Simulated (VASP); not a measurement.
The system is Ga3Se.

```xyz
4
Lattice="4.4325 0.0000 0.0000 0.0000 4.4325 0.0000 0.0000 0.0000 4.4325" Properties=species:S:1:pos:R:3 pbc="T T T"
Ga    0.0000    2.2162    2.2162
Ga    2.2162    0.0000    2.2162
Ga    2.2162    2.2162    0.0000
Se    0.0000    0.0000    0.0000
```

```yaml
Program: VASP 6.6.1
Task: relaxation of cell and atoms
Functional: r2SCAN
Dispersion: rVV10
Potentials_or_basis: VASP PAW PBE potentials, release 64 (Ga_d, Se)
Cutoff: 600 eV
k_mesh: 10 × 10 × 10
Occupations: gaussian, width 0.1 eV
Spin: no spin polarisation
```

At the start: pressure -2.6 GPa; volume 21.77 Å³/atom.

Task: How do energy, volume and symmetry change on relaxing?

Result: Over 3 steps the energy falls by 13.1 meV/atom and the volume is 20.31 Å³/atom (-6.7 %); space group Pm-3m (No. 221, to 0.1 Å) before and after.

Step by step:
```csv
step,energy change (eV),largest force (eV/Å),pressure (GPa),volume (Å³)
1,0.0000,0.0000,-2.61,87.08
2,-0.0484,0.0000,-0.81,82.69
3,-0.0522,0.0000,-0.02,81.23
```

Final structure:
```
CELL_PARAMETERS angstrom
4.33092 0.00000 0.00000
0.00000 4.33092 0.00000
0.00000 0.00000 4.33092
ATOMIC_POSITIONS crystal
Ga 0.00000 0.50000 0.50000
Ga 0.50000 0.00000 0.50000
Ga 0.50000 0.50000 0.00000
Se 0.00000 0.00000 0.00000
```

Caveat: the PAW data sets were made with another functional, which shifts forces and pressure a little.
